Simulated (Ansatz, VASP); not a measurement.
## LaWI in VASP and in Ansatz

```
CELL_PARAMETERS angstrom
3.68565 0.00000 0.00000
0.00000 3.78353 0.00000
0.00000 0.00000 14.04306
ATOMIC_POSITIONS crystal
La 0.50000 0.00000 0.69246
La 0.00000 0.50000 0.30754
W 0.50000 0.00000 0.48185
W 0.00000 0.50000 0.51815
I 0.00000 0.00000 0.13145
I 0.50000 0.50000 0.86855
```

Change from the starting cell: species swapped into the ErAsSe type (Pmmn, No. 59).

Alike in both runs: task relaxation of cell and atoms; functional PBE; k mesh 6 × 4 × 2; occupations gaussian, width 0.1 eV; no spin polarisation.

|  | VASP | Ansatz |
| --- | --- | --- |
| version | VASP 6.6.1 | Ansatz 0.2.0 |
| potentials or method | VASP PAW PBE potentials, release 64 (La, W_sv, I), cutoff 600 eV | scalar-relativistic, plane waves, PAW |
| valence electrons in the cell | 64 | 84 |

```csv
,VASP,Ansatz,Ansatz less VASP
"gap on the k mesh at the Fermi level, each at its own relaxed structure (eV)",none,none,-
relaxed volume (Å³/atom),32.63,32.98,+0.351
relaxed length of the cell vector where the two differ most in proportion (Å),14.091,14.262,+0.1715
```

A gap of «none» marks a metal or a gap that the smearing closes. VASP's potentials hold 64 valence electrons a cell and Ansatz's 84, so a difference there can come from the potentials and not from the codes.

The k mesh is coarse, so the values compare programs but aren't converged. Spin-orbit coupling is off throughout.
